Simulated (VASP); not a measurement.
# Si16O (a cell with a defect) in VASP: notebook

The runs below take Si16O (a cell with a defect) through single point, with LDA.

Everything below comes from runs of VASP 6.6.1. Logs are shortened: lines on timing, memory, paths and dates and some standing lists are left out, and cuts for length are marked.

**1. The cell of the first run**

The cell holds a defect, 17 atoms: a = 7.640 Å, b = 7.640 Å, c = 7.640 Å, α = 60.00°, β = 60.00°, γ = 60.00°.

**2. Single point, LDA**

INCAR

```
PREC = Accurate
ENCUT = 520
EDIFF = 1E-7
ISMEAR = 0
SIGMA = 0.02
LREAL = Auto
LASPH = True
NELM = 60
ALGO = Normal
ISIF = 2
LWAVE = False
LCHARG = True
GGA = CA
LELF = True
LVHAR = True
NBANDS = 49
```

KPOINTS

```
Automatic mesh
0
Gamma
  3 3 3
```

POSCAR

```
Si16O
1.0
    0.0000000000      5.4019422730     -5.4019422730
    5.4019422730      5.4019422730      0.0000000000
    5.4019422730      0.0000000000     -5.4019422730
Si O
16 1
Direct
    0.1561137564      0.1303393232      0.1314435557
    0.1175145842      0.6265940710      0.1258173386
    0.6293652964      0.0791193201      0.1200725530
    0.6156418991      0.5974647334      0.1085157838
    0.1285250684      0.1226551426      0.6377195138
    0.1244670835      0.6283454781      0.6217215643
    0.6258309195      0.1293030293      0.6377712545
    0.6236218993      0.6258783099      0.6136810304
    0.2435665606      0.7554307865      0.2469847756
    0.2702035539      0.2544194163      0.2632973342
    0.7436705720      0.7083758594      0.2407875602
    0.7864978530      0.2421358715      0.2707263288
    0.2492992209      0.7483743431      0.7511383489
    0.2520899764      0.2543458317      0.7582932755
    0.7499879294      0.7537273251      0.7355625624
    0.7528730028      0.2526914267      0.7564789280
   -0.2131745290      0.0539029270      0.2240296987
```

Potentials or basis: VASP PAW LDA potentials, release 64 (Si, O).

On the command line:

```
$ cat potpaw_LDA.64/Si/POTCAR potpaw_LDA.64/O/POTCAR > POTCAR
$ mpirun -np 1 vasp_std > vasp.out
```

OUTCAR:

```text
PREC = Accurate
   ENCUT = 520
   EDIFF = 1E-7
   ISMEAR = 0
   LREAL = Auto
   LASPH = True
   NELM = 60
   ISIF = 2
   GGA = CA

 ion  position               nearest neighbor table
   1  0.156  0.130  0.131-  12 2.31  10 2.31  14 2.34   9 2.36
   2  0.118  0.627  0.126-  13 2.34  10 2.34   9 2.35  11 2.36
   3  0.629  0.079  0.120-  17 1.64  10 2.30  16 2.30  11 2.31  12 2.94
   4  0.616  0.597  0.109-  12 2.31  11 2.32   9 2.34  15 2.34
   5  0.129  0.123  0.638-  13 2.34  10 2.34  16 2.34  14 2.34
   6  0.124  0.628  0.622-  13 2.33  14 2.34  15 2.34   9 2.34
   7  0.626  0.129  0.638-  16 2.30  12 2.30  14 2.33  15 2.35
   8  0.624  0.626  0.614-  16 2.33  13 2.34  15 2.35  11 2.35
   9  0.244  0.755  0.247-   6 2.34   4 2.34   2 2.35   1 2.36
  10  0.270  0.254  0.263-   3 2.30   1 2.31   2 2.34   5 2.34
  11  0.744  0.708  0.241-   3 2.31   4 2.32   8 2.35   2 2.36
  12  0.786  0.242  0.271-  17 1.64   7 2.30   4 2.31   1 2.31   3 2.94
  13  0.249  0.748  0.751-   6 2.33   8 2.34   5 2.34   2 2.34
  14  0.252  0.254  0.758-   7 2.33   6 2.34   1 2.34   5 2.34
  15  0.750  0.754  0.736-   6 2.34   4 2.34   8 2.35   7 2.35
  16  0.753  0.253  0.756-   7 2.30   3 2.30   8 2.33   5 2.34
  17  0.787  0.054  0.224-   3 1.64  12 1.64

  LATTYP: Found a face centered cubic cell.
 ALAT       =    10.8038845460

  Lattice vectors:

 A1 = (   0.0000000000,   5.4019422730,  -5.4019422730)
 A2 = (   5.4019422730,   5.4019422730,   0.0000000000)
 A3 = (   5.4019422730,   0.0000000000,  -5.4019422730)

Analysis of symmetry for initial positions (statically):
=====================================================================
 Subroutine PRICEL returns:
 Original cell was already a primitive cell.

 Routine SETGRP: Setting up the symmetry group for a
 face centered cubic supercell.

 Subroutine GETGRP returns: Found  1 space group operations
 (whereof  1 operations were pure point group operations)
 out of a pool of 48 trial point group operations.

The static configuration has the point symmetry C_1 .

Analysis of symmetry for dynamics (positions and initial velocities):
=====================================================================
 Subroutine PRICEL returns:
 Original cell was already a primitive cell.

 Routine SETGRP: Setting up the symmetry group for a
 face centered cubic supercell.

 Subroutine GETGRP returns: Found  1 space group operations
 (whereof  1 operations were pure point group operations)
 out of a pool of 48 trial point group operations.

The dynamic configuration has the point symmetry C_1 .

 Subroutine INISYM returns: Found  1 space group operations
 (whereof  1 operations are pure point group operations),
 and found     1 'primitive' translations

----------------------------------------------------------------------------------------

                                     Primitive cell

  volume of cell :     315.2679

  direct lattice vectors                    reciprocal lattice vectors
     0.000000000  5.401942273 -5.401942273    -0.092559301  0.092559301 -0.092559301
     5.401942273  5.401942273  0.000000000     0.092559301  0.092559301  0.092559301
     5.401942273  0.000000000 -5.401942273     0.092559301 -0.092559301 -0.092559301

  length of vectors
     7.639500026  7.639500026  7.639500026     0.160317412  0.160317412  0.160317412

  position of ions in fractional coordinates (direct lattice)
     0.156113756  0.130339323  0.131443556
     0.117514584  0.626594071  0.125817339
     0.629365296  0.079119320  0.120072553
     0.615641899  0.597464733  0.108515784
     0.128525068  0.122655143  0.637719514
     0.124467084  0.628345478  0.621721564
[... 9 lines left out ...]
     0.752873003  0.252691427  0.756478928
     0.786825471  0.053902927  0.224029699

  ion indices of the primitive-cell ions
   primitive index   ion index
                 1           1
                 2           2
                 3           3
                 4           4
                 5           5
                 6           6
[... 9 lines left out ...]
                16          16
                17          17

----------------------------------------------------------------------------------------

 KPOINTS: Automatic mesh

Automatic generation of k-mesh.
 Grid dimensions read from file:
 generate k-points for:    3    3    3

 Generating k-lattice:

  Cartesian coordinates                     Fractional coordinates (reciprocal lattice)
    -0.030853100  0.030853100 -0.030853100     0.333333333  0.000000000  0.000000000
     0.030853100  0.030853100  0.030853100     0.000000000  0.333333333  0.000000000
     0.030853100 -0.030853100 -0.030853100     0.000000000  0.000000000  0.333333333

  Length of vectors
     0.053439137  0.053439137  0.053439137

  Shift w.r.t. Gamma in fractional coordinates (k-lattice)
     0.000000000  0.000000000  0.000000000

 Subroutine IBZKPT returns following result:
 ===========================================

 Found     14 irreducible k-points:

 Following reciprocal coordinates:
            Coordinates               Weight
  0.000000  0.000000  0.000000      1.000000
  0.333333  0.000000  0.000000      2.000000
  0.000000  0.333333  0.000000      2.000000
  0.000000  0.000000  0.333333      2.000000
  0.333333  0.333333  0.333333      2.000000
  0.333333  0.333333  0.000000      2.000000
  0.000000  0.333333  0.333333      2.000000
  0.333333  0.000000  0.333333      2.000000
 -0.333333  0.333333  0.000000      2.000000
  0.000000 -0.333333  0.333333      2.000000
  0.333333  0.000000 -0.333333      2.000000
  0.333333  0.333333 -0.333333      2.000000
 -0.333333  0.333333 -0.333333      2.000000
  0.333333 -0.333333 -0.333333      2.000000
   k-points           NKPTS =     14   k-points in BZ     NKDIM =     14   number of bands    NBANDS=     49
   number of dos      NEDOS =    301   number of ions     NIONS =     17
   total plane-waves  NPLWV = 216000
   dimension x,y,z NGX =    60 NGY =   60 NGZ =   60
   dimension x,y,z NGXF=   120 NGYF=  120 NGZF=  120
   ions per type =              16   1
   NGX,Y,Z   is equivalent  to a cutoff of  13.06, 13.06, 13.06 a.u.
   NGXF,Y,Z  is equivalent  to a cutoff of  26.11, 26.11, 26.11 a.u.
 SYSTEM =  unknown system
   PREC   = accura    normal or accurate (medium, high low for compatibility)
   ISTART =      0    job   : 0-new  1-cont  2-samecut
   ICHARG =      2    charge: 1-file 2-atom 10-const
   ISPIN  =      1    spin polarized calculation?
   LNONCOLLINEAR =      F non collinear calculations
   LSORBIT =      F    spin-orbit coupling
   LASPH  =      T    aspherical Exc in radial PAW
   ENCUT  =  520.0 eV  38.22 Ry    6.18 a.u.  14.20 14.20 14.20*2*pi/ulx,y,z
   NELM   =     60;   NELMIN=  2; NELMDL= -5     # of ELM steps
   EDIFF  = 0.1E-06   stopping-criterion for ELM
   LREAL  =      T    real-space projection
   EDIFFG = 0.1E-05   stopping-criterion for IOM
   NSW    =      0    number of steps for IOM
   IBRION =     -1    ionic relax: 0-MD 1-quasi-New 2-CG
   NFREE  =      0    steps in history (QN), initial steepest desc. (CG)
   ISIF   =      2    stress and relaxation
   ISYM   =      2    0-nonsym 1-usesym 2-fastsym
   POTIM  = 0.5000    time-step for ionic-motion
   TEBEG  =    0.0;   TEEND  =   0.0 temperature during run
   PSTRESS=    0.0 pullay stress
   NELECT =      70.0000    total number of electrons
   NUPDOWN=      -1.0000    fix difference up-down
   EMIN   =  10.00;   EMAX   =-10.00  energy-range for DOS
   EFERMI =   0.00;   METHOD = LEGACY
   ISMEAR =     0;   SIGMA  =   0.02  broadening in eV -4-tet -1-fermi 0-gaus
   EFERMI_NEDOS =   21; number of points for ismear=-14 and -15
   IALGO  =     38    algorithm
   IMIX   =      4    mixing-type and parameters
     AMIX     =   0.40;   BMIX     =  1.00
     AMIX_MAG =   1.60;   BMIX_MAG =  1.00
  volume/ion in A,a.u.               =      18.55       125.15
  Fermi-wavevector in a.u.,A,eV,Ry     =   0.991321  1.873325 13.370677  0.982717
  Thomas-Fermi vector in A             =   2.123054
   LORBIT       =      0    0 simple, 1 ext, 2 COOP (PROOUT), +10 PAW based schemes
   GGA     = CA    functional components
   LHFCALC =     F    Hartree Fock is set to
   AEXX    =    0.0000 exact exchange contribution
   IVDW    =     0    specifies the selected vdW correction
   LEPSILON=     F    determine dielectric tensor
   LRPA    =     F    only Hartree local field effects (RPA)
 non-spin polarized calculation
 Gauss-broadening in eV      SIGMA  =   0.02
  energy-cutoff  :      520.00
  volume of cell :      315.27
 maximum number of plane-waves:      8492
 NGX is ok and might be reduce to    60
   NGX = 29   NGY = 29   NGZ = 29

 number of electron      70.0000001 magnetization

 Free energy of the ion-electron system (eV)
  ---------------------------------------------------
  ext. energy  EPLUGINS =         0.00000000
  ---------------------------------------------------
  free energy    TOTEN  =      -103.36418608 eV

  energy without entropy =     -103.36418608  energy(sigma->0) =     -103.36418608

 E-fermi :   6.0776     XC(G=0):  -9.8077

 val. band max:        5.9558006639   @ k =   0.0000   0.0000   0.0000
 cond. band min:       6.3425190769   @ k =   0.0000   0.0000   0.0000
 fundamental gap:      0.3867184130
 Fermi energy:         6.0776192302

 k-point     1 :       0.0000    0.0000    0.0000
  band No.  band energies     occupation
      1     -14.3152      2.00000
      2      -5.8299      2.00000
      3      -4.4833      2.00000
      4      -3.6707      2.00000
      5      -3.6499      2.00000
      6      -3.2924      2.00000
[... 39 lines left out ...]
     46       8.7179      0.00000
     47       8.7396      0.00000

 k-point     2 :       0.3333    0.0000    0.0000
  band No.  band energies     occupation
      1     -14.3149      2.00000
      2      -5.5219      2.00000
      3      -4.6092      2.00000
      4      -4.3506      2.00000
      5      -3.5209      2.00000
      6      -3.2936      2.00000
[... 592 lines left out ...]
 k-point    14 :       0.3333   -0.3333   -0.3333
  band No.  band energies     occupation
      1     -14.3145      2.00000
      2      -5.2796      2.00000
      3      -4.7983      2.00000
      4      -4.3866      2.00000
      5      -3.7639      2.00000
      6      -3.6990      2.00000
[... 39 lines left out ...]
     46       9.6331      0.00000
     47       9.6917      0.00000
 [bands above 47 left out]

------------------------ aborting loop because EDIFF is reached ----------------------------------------

  FORCE on cell =-STRESS in cart. coord.  units (eV):
  Direction    XX          YY          ZZ          XY          YZ          ZX
  --------------------------------------------------------------------------------------
  -------------------------------------------------------------------------------------
  Total        4.2162873      4.5611187      3.9344880      2.2603299     -2.8697282     -3.0777685
  in kB       21.4269802     23.1793974     19.9948891     11.4868938    -14.5838279    -15.6410793
  external PRESSURE =      21.5337556 kB  Pullay stress =       0.0000000 kB

 VOLUME and BASIS-vectors are now :
 -----------------------------------------------------------------------------
  energy-cutoff  :      520.00
  volume of cell :      315.27
      direct lattice vectors                 reciprocal lattice vectors
     0.000000000  5.401942273 -5.401942273    -0.092559301  0.092559301 -0.092559301
     5.401942273  5.401942273  0.000000000     0.092559301  0.092559301  0.092559301
     5.401942273  0.000000000 -5.401942273     0.092559301 -0.092559301 -0.092559301

 POSITION                                       TOTAL-FORCE (eV/Angst)
 -----------------------------------------------------------------------------------
      1.41414      1.54740     -1.55337         0.000324      0.006860     -0.007110
      4.06448      4.01963     -1.31447         0.003959     -0.002027     -0.000352
      1.07602      3.82719     -4.04842        -0.038250     -0.049727      0.082577
      3.81367      6.55313     -3.91186         0.001703     -0.002385      0.000999
      4.10750      1.35686     -4.13921         0.001626     -0.001176      0.000308
      6.75279      4.06665     -4.03087        -0.000238     -0.001943     -0.001775
[... 9 lines left out ...]
      5.45148      5.43200     -8.15343        -0.000550     -0.001159      0.003242
      1.50138      4.54157     -5.46058        -0.053233     -0.008683     -0.047416
 -----------------------------------------------------------------------------------
    total drift:                               -0.005926     -0.004010     -0.001199

  FREE ENERGIE OF THE ION-ELECTRON SYSTEM (eV)
  ---------------------------------------------------
  free  energy   TOTEN  =      -103.3641860799 eV

  energy  without entropy=     -103.3641860799  energy(sigma->0) =     -103.36418608
```

Run time: 5 min. Hardware: 1 thread of Intel Xeon 6975P-C (Granite Rapids), shared host; peak memory 0.43 GiB.

Results:

```
Free energy            : -103.3642 eV
Pressure               : 2.2 GPa
Largest force          : 0.104 eV/Å
Band gap on the k mesh : 0.39 eV
```

Forces on the atoms (eV/Å):
```
Si   0.000  0.007 -0.007
Si   0.004 -0.002  0.000
Si  -0.038 -0.050  0.083
Si   0.002 -0.002  0.001
Si   0.002 -0.001  0.000
Si   0.000 -0.002 -0.002
Si   0.002 -0.003  0.003
Si  -0.001 -0.003  0.001
Si   0.003  0.000  0.000
Si   0.003  0.002 -0.006
Si   0.004  0.001  0.000
Si   0.073  0.066 -0.030
Si   0.003  0.000  0.000
Si   0.000 -0.004 -0.001
Si  -0.002  0.002  0.002
Si  -0.001 -0.001  0.003
O   -0.053 -0.009 -0.047
```

Caveat: semilocal functionals underestimate gaps, and a narrow one can read as zero.

**3. Single point, LDA**

INCAR

```
ALGO     = Normal         # electronic algorithm
EDIFF    = 1E-6           # SCF threshold, eV
ENCUT    = 520            # plane-wave cutoff, eV
ISIF     = 2              # what is computed and relaxed
ISMEAR   = 0              # smearing method
LASPH    = True           # aspherical terms in the spheres
LCHARG   = True           # write CHGCAR
LELF     = True           # ELF
LREAL    = Auto         
LVHAR    = True         
LWAVE    = False          # write WAVECAR
NBANDS   = 49             # bands
NELM     = 100            # most SCF steps
PREC     = Accurate       # precision mode
SIGMA    = 0.02           # smearing width, eV
```

KPOINTS

```
k-points
0
Gamma
  3 3 3
```

POSCAR

```
Si16O
1.0
    0.0000000000      5.4019422730     -5.4019422730
    5.4019422730      5.4019422730      0.0000000000
    5.4019422730      0.0000000000     -5.4019422730
Si O
16 1
Direct
    0.1377548967      0.1292751689      0.1257886452
    0.1136523622      0.6258344368      0.1235921204
    0.6200348561      0.0790833146      0.1293300566
    0.6084624444      0.5974408531      0.1156435905
    0.1376978802      0.1226331135      0.6284789486
    0.1216912301      0.6283206722      0.6244378095
    0.6314158552      0.1303234956      0.6560919797
    0.6257775128      0.6265755591      0.6175041923
    0.2355037199      0.7537064067      0.2499625934
    0.2564585903      0.2526556988      0.2528335978
    0.7407575457      0.7083466106      0.2436574538
    0.7706987209      0.2420947752      0.2864641867
    0.2510980184      0.7483558312      0.7492716130
    0.2582634966      0.2543236174      0.7520484845
    0.7469527248      0.7554041294      0.7435611669
    0.7632800003      0.2543982202      0.7701810367
   -0.2762403640      0.0539203281      0.2869611376
```

Potentials or basis: VASP PAW LDA potentials, release 64 (Si, O).

On the command line:

```
$ cat potpaw_LDA.64/Si/POTCAR potpaw_LDA.64/O/POTCAR > POTCAR
$ mpirun -np 1 vasp_std > vasp.out
```

Run time: 4.3 min. Hardware: 1 thread of Intel Xeon 6975P-C (Granite Rapids), shared host; peak memory 0.43 GiB.

The run converged. Its results:

| Property | Result |
| --- | --- |
| Free energy | -103.3642 eV |
| Pressure | 2.2 GPa |
| Largest force | 0.104 eV/Å |
| Band gap on the k mesh | 0.39 eV |

Forces on the atoms (eV/Å):
```
Si  -0.003 -0.001  0.005
Si  -0.002  0.000  0.001
Si  -0.050 -0.038  0.083
Si  -0.003  0.002  0.001
Si  -0.001  0.001  0.000
Si  -0.002 -0.001 -0.001
Si   0.007  0.001 -0.008
Si  -0.002  0.004 -0.001
Si   0.002 -0.001  0.001
Si  -0.001 -0.001  0.005
Si   0.000  0.004  0.000
Si   0.066  0.070 -0.030
Si  -0.001  0.003  0.000
Si  -0.005  0.001 -0.001
Si   0.000  0.003  0.000
Si   0.003  0.003 -0.006
O   -0.008 -0.050 -0.050
```

Stress tensor (GPa, compression positive):
```
 2.32  1.15 -1.46
 1.15  2.14 -1.56
-1.46 -1.56  2.00
```

Levels at points of the mesh, in eV from the valence-band top:
```
           k point  band 33  band 34  band 35  band 36  band 37  band 38
(0.00, 0.00, 0.00)    -0.33    -0.07     0.00     0.39     0.68     0.71
```

Caveat: semilocal functionals underestimate gaps, and a narrow one can read as zero.
